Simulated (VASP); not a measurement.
Input of a VASP 6.6.1 run:

INCAR

```
SYSTEM = Cs
  PREC = Accurate
  ENCUT = 500
  EDIFF = 1E-6
  ISMEAR = -1
  SIGMA = 0.1
  LREAL = .FALSE.
  LASPH = .TRUE.
  NELM = 120
  ALGO = Normal
  ISIF = 2
  LWAVE = .FALSE.
  LCHARG = .FALSE.
  NBANDS = 16
  GGA_COMPAT = .FALSE.
```

KPOINTS

```
regular mesh
0
G
  9 9 5
  0 0 0
```

POSCAR

```
Cs
1.0
    5.1127359851      0.0000000000      0.0000000000
   -2.5563679926      4.4277592460      0.0000000000
    0.0000000000      0.0000000000      8.2826322959
Cs
2
Direct
    0.3333333333      0.6666666667      0.2500000000
    0.6666666667      0.3333333333      0.7500000000
```

Potentials or basis: VASP PAW LDA potentials, release 64 (Cs_sv).

Run with:

```console
$ cat potpaw_LDA.64/Cs_sv/POTCAR > POTCAR
$ mpirun -np 1 vasp_std > vasp.out
```

Q: What does it give for the band gap on the k mesh?

A: Zero (bands 9 and 10 overlap by 1.67 eV).

Q: Estimate the pressure.

A: 0.0 GPa.

Caveat: spin-orbit coupling is left out, which moves the levels of the heavy elements.
